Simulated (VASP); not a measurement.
# HfC in VASP: further runs, part 2 of 2

VASP 6.6.1. The steps go on from the part before.

### 4 Electric field gradients, PBEsol (equal xx and yy strain of +3 %)

The input, INCAR:

```
SYSTEM = HfC
ALGO = Normal
EDIFF = 1E-8
ENCUT = 520
GGA = PS
ISIF = 2
ISMEAR = -1
LASPH = .True.
LCHARG = .False.
LEFG = .True.
LREAL = .False.
LWAVE = .False.
NBANDS = 14
NELM = 100
PREC = Accurate
SIGMA = 0.05
```

The input, KPOINTS:

```
k-points
0
Gamma
  15 15 15
  0 0 0
```

The input, POSCAR:

```
HfC
1.0
    0.0000000000      2.3947500000      2.3250000000
    2.3947500000      0.0000000000      2.3250000000
    2.3947500000      2.3947500000      0.0000000000
Hf C
1 1
Direct
    0.5000000000      0.5000000000      0.5000000000
    0.0000000000      0.0000000000      0.0000000000
```

Potentials or basis: VASP PAW PBE potentials, release 64 (Hf_pv, C).

Command:

```bash
$ cat potpaw_PBE.64/Hf_pv/POTCAR potpaw_PBE.64/C/POTCAR > POTCAR
$ mpirun -np 1 vasp_std > vasp.out
```

OUTCAR:

```text
SYSTEM = HfC
   EDIFF = 1E-8
   ENCUT = 520
   GGA = PS
   ISIF = 2
   ISMEAR = -1
   LASPH = .True.
   LREAL = .False.
   NELM = 100
   PREC = Accurate

 ion  position               nearest neighbor table
   1  0.500  0.500  0.500-   2 2.33   2 2.33   2 2.39   2 2.39   2 2.39   2 2.39
   2  0.000  0.000  0.000-   1 2.33   1 2.33   1 2.39   1 2.39   1 2.39   1 2.39

  LATTYP: Found a body centered tetragonal cell.
 ALAT       =     3.3866879285
 C/A-ratio  =     1.3730228761

  Lattice vectors:

[... 622 lines left out ...]
  ---------------------------------------------------
  free  energy   TOTEN  =       -22.0401667599 eV

  energy  without entropy=      -22.0375484768  energy(sigma->0) =      -22.03885762

 Electric field gradients (V/A^2)
---------------------------------------------------------------------
 ion       V_xx      V_yy      V_zz      V_xy      V_xz      V_yz
---------------------------------------------------------------------
   1      44.845    44.845   -89.690     0.000    -0.000    -0.000
   2       2.188     2.188    -4.376    -0.000    -0.000    -0.000
---------------------------------------------------------------------

 Electric field gradients after diagonalization (V/A^2)
 (convention: |V_zz| > |V_xx| > |V_yy|)
----------------------------------------------------------------------
 ion       V_xx      V_yy      V_zz     asymmetry (V_yy - V_xx)/ V_zz
----------------------------------------------------------------------
   1      44.845    44.845   -89.690       0.000
   2       2.188     2.188    -4.376       0.000
----------------------------------------------------------------------

           NMR quadrupolar parameters

 Cq : quadrupolar parameter    Cq=e*Q*V_zz/h
 eta: asymmetry parameters     (V_yy - V_xx)/ V_zz
 Q  : nuclear electric quadrupole moment in mb (millibarn)
----------------------------------------------------------------------
 ion       Cq(MHz)       eta       Q (mb)
----------------------------------------------------------------------
   1      -0.217       0.000       1.000
   2      -0.011       0.000       1.000
----------------------------------------------------------------------
```

Run time: 4.5 min. Hardware: 1 thread of AMD EPYC 7R13, shared host; peak memory 0.22 GiB.

What came out:

- Free energy: -22.0402 eV
- Pressure: -18.4 GPa
- Band gap on the k mesh: zero (band 7 reaches 6.44 eV, above the bottom of band 8 at 4.80 eV)

Stress tensor (GPa, compression positive):
```
-21.46   0.00   0.00
  0.00 -21.46   0.00
  0.00   0.00 -12.40
```

Electric field gradients, principal values (V/Å²):
```
atom   least  middle  greatest (by size)
1 Hf  44.845  44.845             -89.690
 2 C   2.188   2.188              -4.376
```

Caveat: the cell differs from its parent crystal (equal xx and yy strain of +3 %); without QUAD_EFG the Cq values of the log hold for a quadrupole moment of 1 mb, not for the nuclei; the PAW data sets were made with another functional, which shifts forces and pressure a little; spin-orbit coupling is left out, which moves the levels of the heavy elements.

### 5 Electric field gradients, PBEsol (volume scaled by 1.01)

The input, INCAR:

```
ALGO     = Normal         # electronic algorithm
EDIFF    = 1E-8           # SCF threshold, eV
ENCUT    = 520            # plane-wave cutoff, eV
GGA      = PS             # functional
GGA_COMPAT= F            
ISIF     = 2              # what is computed and relaxed
ISMEAR   = -1             # smearing method
LASPH    = T              # aspherical terms in the spheres
LCHARG   = F              # write CHGCAR
LEFG     = T            
LREAL    = F              # projectors in reciprocal space
LWAVE    = F              # write WAVECAR
NBANDS   = 14             # bands
NELM     = 120            # most SCF steps
PREC     = Accurate       # precision mode
SIGMA    = 0.05           # smearing width, eV
```

The input, KPOINTS:

```
k-points
0
Gamma
  15 15 15
```

The input, POSCAR:

```
HfC
1.0
    0.0000000000      2.3327243092      2.3327243092
    2.3327243092      0.0000000000      2.3327243092
    2.3327243092      2.3327243092      0.0000000000
Hf C
1 1
Direct
    0.5000000000      0.5000000000      0.5000000000
    0.0000000000      0.0000000000      0.0000000000
```

Potentials or basis: VASP PAW PBE potentials, release 64 (Hf_pv, C).

Command:

```bash
$ cat potpaw_PBE.64/Hf_pv/POTCAR potpaw_PBE.64/C/POTCAR > POTCAR
$ mpirun -np 1 vasp_std > vasp.out
```

OUTCAR:

```text
EDIFF = 1E-8
   ENCUT = 520
   GGA = PS
   ISIF = 2
   ISMEAR = -1
   LASPH = T
   LREAL = F
   NELM = 120
   PREC = Accurate

 ion  position               nearest neighbor table
   1  0.500  0.500  0.500-   2 2.33   2 2.33   2 2.33   2 2.33   2 2.33   2 2.33
   2  0.000  0.000  0.000-   1 2.33   1 2.33   1 2.33   1 2.33   1 2.33   1 2.33

  LATTYP: Found a face centered cubic cell.
 ALAT       =     4.6654486184

  Lattice vectors:

 A1 = (   0.0000000000,   2.3327243092,   2.3327243092)
 A2 = (   2.3327243092,   0.0000000000,   2.3327243092)
 A3 = (   2.3327243092,   2.3327243092,   0.0000000000)

Analysis of symmetry for initial positions (statically):
=====================================================================
 Subroutine PRICEL returns:
 Original cell was already a primitive cell.

 Routine SETGRP: Setting up the symmetry group for a
 face centered cubic supercell.

 Subroutine GETGRP returns: Found 48 space group operations
[... 595 lines left out ...]
  volume of cell :       25.39
      direct lattice vectors                 reciprocal lattice vectors
     0.000000000  2.332724309  2.332724309    -0.214341660  0.214341660  0.214341660
     2.332724309  0.000000000  2.332724309     0.214341660 -0.214341660  0.214341660
     2.332724309  2.332724309  0.000000000     0.214341660  0.214341660 -0.214341660

 POSITION                                       TOTAL-FORCE (eV/Angst)
 -----------------------------------------------------------------------------------
      2.33272      2.33272      2.33272        -0.000000     -0.000000      0.000000
      0.00000      0.00000      0.00000         0.000000      0.000000     -0.000000
 -----------------------------------------------------------------------------------
    total drift:                                0.000000      0.000000      0.000000

  FREE ENERGIE OF THE ION-ELECTRON SYSTEM (eV)
  ---------------------------------------------------
  free  energy   TOTEN  =       -22.1676709220 eV

  energy  without entropy=      -22.1644474860  energy(sigma->0) =      -22.16605920

 Electric field gradients (V/A^2)
---------------------------------------------------------------------
 ion       V_xx      V_yy      V_zz      V_xy      V_xz      V_yz
---------------------------------------------------------------------
   1      -0.000     0.000     0.000    -0.000    -0.000    -0.000
   2      -0.000    -0.000    -0.000    -0.000    -0.000    -0.000
---------------------------------------------------------------------

 Electric field gradients after diagonalization (V/A^2)
 (convention: |V_zz| > |V_xx| > |V_yy|)
----------------------------------------------------------------------
 ion       V_xx      V_yy      V_zz     asymmetry (V_yy - V_xx)/ V_zz
----------------------------------------------------------------------
   1       0.000     0.000    -0.000       0.000
   2       0.000     0.000    -0.000       0.000
----------------------------------------------------------------------

           NMR quadrupolar parameters

 Cq : quadrupolar parameter    Cq=e*Q*V_zz/h
 eta: asymmetry parameters     (V_yy - V_xx)/ V_zz
 Q  : nuclear electric quadrupole moment in mb (millibarn)
----------------------------------------------------------------------
 ion       Cq(MHz)       eta       Q (mb)
----------------------------------------------------------------------
   1      -0.000       0.000       1.000
   2      -0.000       0.000       1.000
----------------------------------------------------------------------
```

stdout:

```text
POSCAR found type information on POSCAR HfC
 POSCAR found :  2 types and       2 ions
 scaLAPACK will be used
 -----------------------------------------------------------------------------
|                                                                             |
|                                                                             |
|     You enforced a specific xc type in the INCAR file but a different       |
|     I HOPE YOU KNOW WHAT YOU ARE DOING!                                     |
|                                                                             |
 -----------------------------------------------------------------------------

 LDA part: xc-table for (Slater+PW92), standard interpolation
 POSCAR, INCAR and KPOINTS ok, starting setup
 FFT: planning ... GRIDC
 FFT: planning ... GRID_SOFT
 FFT: planning ... GRID
 WAVECAR not read
 entering main loop
ion   1

ion   2
```

Wall time 43 s (1 thread of Intel Xeon 6975P-C, shared host); peak memory 0.19 GiB.

What came out:

| Property | Result |
| --- | --- |
| Free energy | -22.1677 eV |
| Pressure | -9.2 GPa |
| Band gap on the k mesh | zero (band 7 reaches 6.75 eV, above the bottom of band 8 at 5.31 eV) |

Levels at points of the mesh, in eV from the Fermi level:
```csv
k point,band 4,band 5,band 6,band 7,band 8,band 9,band 10,band 11
"(0.00, 0.00, 0.00)",-12.20,1.05,1.05,1.05,1.38,1.38,1.38,3.37
```

Caveat: the cell differs from its parent crystal (volume scaled by 1.01); without QUAD_EFG the Cq values of the log hold for a quadrupole moment of 1 mb, not for the nuclei; the PAW data sets were made with another functional, which shifts forces and pressure a little; spin-orbit coupling is left out, which moves the levels of the heavy elements.

### 6 Electric field gradients, PBEsol (volume scaled by 1.02)

The input, INCAR:

```
PREC     = Accurate       # precision mode
ENCUT    = 520            # plane-wave cutoff, eV
EDIFF    = 1E-8           # SCF threshold, eV
ISMEAR   = -1             # smearing method
SIGMA    = 0.05           # smearing width, eV
LREAL    = F              # projectors in reciprocal space
LASPH    = T              # aspherical terms in the spheres
NELM     = 120            # most SCF steps
ALGO     = Normal         # electronic algorithm
ISIF     = 2              # what is computed and relaxed
LWAVE    = F              # write WAVECAR
LCHARG   = F              # write CHGCAR
GGA      = PS             # functional
LEFG     = T            
NBANDS   = 14             # bands
GGA_COMPAT= F
```

The input, KPOINTS:

```
Automatic mesh
0
Gamma
  15 15 15
```

The input, POSCAR:

```
HfC
1.0
    0.0000000000      2.3403977997      2.3403977997
    2.3403977997      0.0000000000      2.3403977997
    2.3403977997      2.3403977997      0.0000000000
Hf C
1 1
Direct
    0.5000000000      0.5000000000      0.5000000000
    0.0000000000      0.0000000000      0.0000000000
```

Potentials or basis: VASP PAW PBE potentials, release 64 (Hf_pv, C).

Command:

```bash
$ cat potpaw_PBE.64/Hf_pv/POTCAR potpaw_PBE.64/C/POTCAR > POTCAR
$ mpirun -np 1 vasp_std > vasp.out
```

OUTCAR:

```text
PREC = Accurate
   ENCUT = 520
   EDIFF = 1E-8
   ISMEAR = -1
   LREAL = F
   LASPH = T
   NELM = 120
   ISIF = 2
   GGA = PS

 ion  position               nearest neighbor table
   1  0.500  0.500  0.500-   2 2.34   2 2.34   2 2.34   2 2.34   2 2.34   2 2.34
   2  0.000  0.000  0.000-   1 2.34   1 2.34   1 2.34   1 2.34   1 2.34   1 2.34

  LATTYP: Found a face centered cubic cell.
 ALAT       =     4.6807955994

  Lattice vectors:

 A1 = (   0.0000000000,   2.3403977997,   2.3403977997)
 A2 = (   2.3403977997,   0.0000000000,   2.3403977997)
[... 620 lines left out ...]
  ---------------------------------------------------
  free  energy   TOTEN  =       -22.1516589456 eV

  energy  without entropy=      -22.1484164963  energy(sigma->0) =      -22.15003772

 Electric field gradients (V/A^2)
---------------------------------------------------------------------
 ion       V_xx      V_yy      V_zz      V_xy      V_xz      V_yz
---------------------------------------------------------------------
   1      -0.000     0.000     0.000    -0.000    -0.000    -0.000
   2      -0.000    -0.000    -0.000    -0.000    -0.000    -0.000
---------------------------------------------------------------------

 Electric field gradients after diagonalization (V/A^2)
 (convention: |V_zz| > |V_xx| > |V_yy|)
----------------------------------------------------------------------
 ion       V_xx      V_yy      V_zz     asymmetry (V_yy - V_xx)/ V_zz
----------------------------------------------------------------------
   1       0.000     0.000    -0.000       0.000
   2       0.000     0.000    -0.000       0.000
----------------------------------------------------------------------

           NMR quadrupolar parameters

 Cq : quadrupolar parameter    Cq=e*Q*V_zz/h
 eta: asymmetry parameters     (V_yy - V_xx)/ V_zz
 Q  : nuclear electric quadrupole moment in mb (millibarn)
----------------------------------------------------------------------
 ion       Cq(MHz)       eta       Q (mb)
----------------------------------------------------------------------
   1      -0.000       0.000       1.000
   2      -0.000       0.000       1.000
----------------------------------------------------------------------
```

stdout:

```text
POSCAR found type information on POSCAR HfC
 POSCAR found :  2 types and       2 ions
 scaLAPACK will be used
 -----------------------------------------------------------------------------
|                                                                             |
|                                                                             |
|     You enforced a specific xc type in the INCAR file but a different       |
|     I HOPE YOU KNOW WHAT YOU ARE DOING!                                     |
|                                                                             |
 -----------------------------------------------------------------------------

 LDA part: xc-table for (Slater+PW92), standard interpolation
 POSCAR, INCAR and KPOINTS ok, starting setup
 FFT: planning ... GRIDC
 FFT: planning ... GRID_SOFT
 FFT: planning ... GRID
 WAVECAR not read
 entering main loop
ion   1

ion   2
```

Run time: 43 s. Hardware: 1 thread of Intel Xeon 6975P-C, shared host; peak memory 0.19 GiB.

What came out:

| Property | Result |
| --- | --- |
| Free energy | -22.1517 eV |
| Pressure | -11.3 GPa |
| Band gap on the k mesh | zero (band 7 reaches 6.67 eV, above the bottom of band 8 at 5.24 eV) |

Caveat: the cell differs from its parent crystal (volume scaled by 1.02); without QUAD_EFG the Cq values of the log hold for a quadrupole moment of 1 mb, not for the nuclei; the PAW data sets were made with another functional, which shifts forces and pressure a little; spin-orbit coupling is left out, which moves the levels of the heavy elements.

### 7 Density of states, PBEsol

This run uses another cell than the first one, of 12.57 Å³/atom, 1.041 times its volume.

The input, POSCAR:

```
HfC
1.0
    0.0000000000      2.3250000000      2.3250000000
    2.3250000000      0.0000000000      2.3250000000
    2.3250000000      2.3250000000      0.0000000000
Hf C
1 1
Direct
    0.5000000000      0.5000000000      0.5000000000
    0.0000000000      0.0000000000      0.0000000000
```

The input, INCAR.step1:

```
SYSTEM = HfC
PREC     = Accurate       ! precision mode
ENCUT    = 520            ! plane-wave cutoff, eV
EDIFF    = 1E-6           ! SCF threshold, eV
ISMEAR   = -1             ! smearing method
SIGMA    = 0.05           ! smearing width, eV
LREAL    = .False.        ! projectors in reciprocal space
LASPH    = .True.         ! aspherical terms in the spheres
NELM     = 120            ! most SCF steps
ALGO     = Normal         ! electronic algorithm
ISIF     = 2              ! what is computed and relaxed
LWAVE    = .False.        ! write WAVECAR
LCHARG   = .True.         ! write CHGCAR
LMAXMIX  = 4              ! l up to which the mixer works
GGA      = PS             ! functional
NBANDS   = 14             ! bands
GGA_COMPAT= .False.      
NEDOS    = 2001           ! points of the DOS
LORBIT   = 11             ! projections on sites
```

The input, KPOINTS.step1:

```
Automatic mesh
0
Gamma
  15 15 15
  0 0 0
```

The input, INCAR.step2:

```
SYSTEM = HfC
PREC     = Accurate       ! precision mode
ENCUT    = 520            ! plane-wave cutoff, eV
EDIFF    = 1E-6           ! SCF threshold, eV
ISMEAR   = -5             ! smearing method
SIGMA    = 0.05           ! smearing width, eV
LREAL    = .False.        ! projectors in reciprocal space
LASPH    = .True.         ! aspherical terms in the spheres
NELM     = 120            ! most SCF steps
ALGO     = Normal         ! electronic algorithm
ISIF     = 2              ! what is computed and relaxed
LWAVE    = .False.        ! write WAVECAR
LCHARG   = .False.        ! write CHGCAR
LMAXMIX  = 4              ! l up to which the mixer works
GGA      = PS             ! functional
LORBIT   = 11             ! projections on sites
NEDOS    = 2001           ! points of the DOS
ICHARG   = 11             ! starting density
GGA_COMPAT= .False.
```

The input, KPOINTS.step2:

```
Automatic mesh
0
Gamma
  23 23 23
  0 0 0
```

Command:

```bash
$ cat potpaw_PBE.64/Hf_pv/POTCAR potpaw_PBE.64/C/POTCAR > POTCAR
$ cp INCAR.step1 INCAR
$ cp KPOINTS.step1 KPOINTS
$ mpirun -np 1 vasp_std > vasp.out
$ cp INCAR.step2 INCAR
$ cp KPOINTS.step2 KPOINTS
$ mpirun -np 1 vasp_std > vasp.out
```

Run time: 39 s. Hardware: 1 thread of Intel Xeon 6975P-C, shared host; peak memory 0.23 GiB.

It converged, with:

```yaml
Valence_electrons_inside_the_program's_atomic_spheres: Hf 8.61; C 2.37
```

Levels at points of the mesh, in eV from the Fermi level:
| k point | band 4 | band 5 | band 6 | band 7 | band 8 | band 9 | band 10 | band 11 |
| --- | --- | --- | --- | --- | --- | --- | --- | --- |
| (0.00, 0.00, 0.00) | -12.29 | 1.02 | 1.02 | 1.02 | 1.34 | 1.34 | 1.34 | 3.36 |

Caveat: the PAW data sets were made with another functional, which shifts forces and pressure a little; spin-orbit coupling is left out, which moves the levels of the heavy elements; tetrahedron occupations give inexact forces and stress in metals.

### 8 The runs side by side

```tsv
task	cell	k mesh for the DOS	occupations for the DOS	gap on the mesh (eV)	pressure (GPa)
electric field gradients	a = 3.255, b = 3.255, c = 3.222 Å, angles 60.3, 60.3, 59.3°, 2 atoms	-	-	none	3.1
electric field gradients	a = 3.338, b = 3.338, c = 3.387 Å, angles 59.5, 59.5, 61.0°, 2 atoms	-	-	none	-18.4
electric field gradients	a = 3.299 Å, angles 60.0°, 2 atoms	-	-	none	-9.2
electric field gradients	a = 3.310 Å, angles 60.0°, 2 atoms	-	-	none	-11.3
density of states	a = 3.288 Å, angles 60.0°, 2 atoms	23 × 23 × 23	tetrahedron	-	-
```

Alike in all rows: level PBEsol; potentials or basis VASP PAW PBE potentials, release 64 (Hf_pv, C); no spin polarisation; k mesh 15 × 15 × 15; cutoff (eV) 520; smearing fermi-dirac 0.05 eV.

Caveats: the PAW data sets were made with another functional, which shifts forces and pressure a little; spin-orbit coupling is left out, which moves the levels of the heavy elements; tetrahedron occupations give inexact forces and stress in metals (some runs).

Total energies depend on the potentials used, so only differences within one code and one set of settings carry meaning.
